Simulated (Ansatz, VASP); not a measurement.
**Two plane-wave programs on HfF5**

```xyz
6
Lattice="2.6502 -2.8090 0.0000 2.6502 2.8090 0.0000 0.0000 0.0000 6.0227" Properties=species:S:1:pos:R:3 pbc="T T T"
Hf    2.6502    0.0000    3.0113
F     4.6404    0.0000    1.2827
F     0.6600    0.0000    1.2827
F     0.6600    0.0000    4.7400
F     4.6404    0.0000    4.7400
F     0.0000    0.0000    3.0113
```

Alike in both runs: task relaxation of cell and atoms; functional PBE; k mesh 4 × 4 × 4; occupations gaussian, width 0.1 eV; no spin polarisation.

|  | VASP | Ansatz |
| --- | --- | --- |
| version | VASP 6.6.1 | Ansatz 0.2.0 |
| potentials or method | VASP PAW PBE potentials, release 64 (Hf_pv, F), cutoff 600 eV | scalar-relativistic, plane waves, PAW |
| valence electrons in the cell | 45 | 61 |

```csv
,VASP,Ansatz,Ansatz less VASP
"gap on the k mesh at the Fermi level, each at its own relaxed structure (eV)",none,none,-
relaxed volume (Å³/atom),14.25,18.98,+4.732
relaxed cell length with the largest relative difference (Å),4.091,5.763,+1.6719
```

A gap of «none» marks a metal or a gap that the smearing closes. One of these differences is far larger than is usual between the two programs; its cause wasn't traced. VASP's potentials hold 45 valence electrons a cell and Ansatz's 61, so a difference there can come from the potentials and not from the codes.

The k mesh is coarse, so the values compare programs but aren't converged. Spin-orbit coupling is off throughout.
